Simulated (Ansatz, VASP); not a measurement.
**One calculation of SiNi2, two programs**

```
Si Ni
1.0
     3.71373    0.00000    0.00000
    -1.85686    3.21618    0.00000
     0.00000    0.00000    4.72031
Si Ni
2 4
Direct
  0.33333 0.66667 0.75000
  0.66667 0.33333 0.25000
  0.00000 0.00000 0.00000
  0.00000 0.00000 0.50000
  0.33333 0.66667 0.25000
  0.66667 0.33333 0.75000
```

Change from the starting cell: equal strain along all axes, cell held, atoms relaxed: -4.0 %.

Alike in both runs: task single point; functional PBEsol; k mesh 12 × 12 × 8; occupations gaussian, width 0.1 eV; no spin polarisation.

```csv
,VASP,Ansatz
version,VASP 6.6.1,Ansatz 0.2.0
potentials or method,"VASP PAW PBE potentials, release 64 (Si, Ni), cutoff 520 eV","scalar-relativistic, plane waves, PAW"
valence electrons in the cell,48,80
```

|  | VASP | Ansatz | Ansatz less VASP |
| --- | --- | --- | --- |
| gap on the k mesh at the Fermi level (eV) | none | none | - |
| pressure (GPa) | 37.7 | 37.1 | -0.62 |
| traceless stress, the component that is largest in VASP (GPa) | -3.85 | -3.65 | +0.194 |

VASP's potentials were made for PBE, not for PBEsol. A gap of «none» marks a metal or a gap that the smearing closes. Both programs put the cell under a high pressure, so it lies far from rest at this level. VASP's potentials hold 48 valence electrons a cell and Ansatz's 80, so a difference there can come from the potentials and not from the codes.
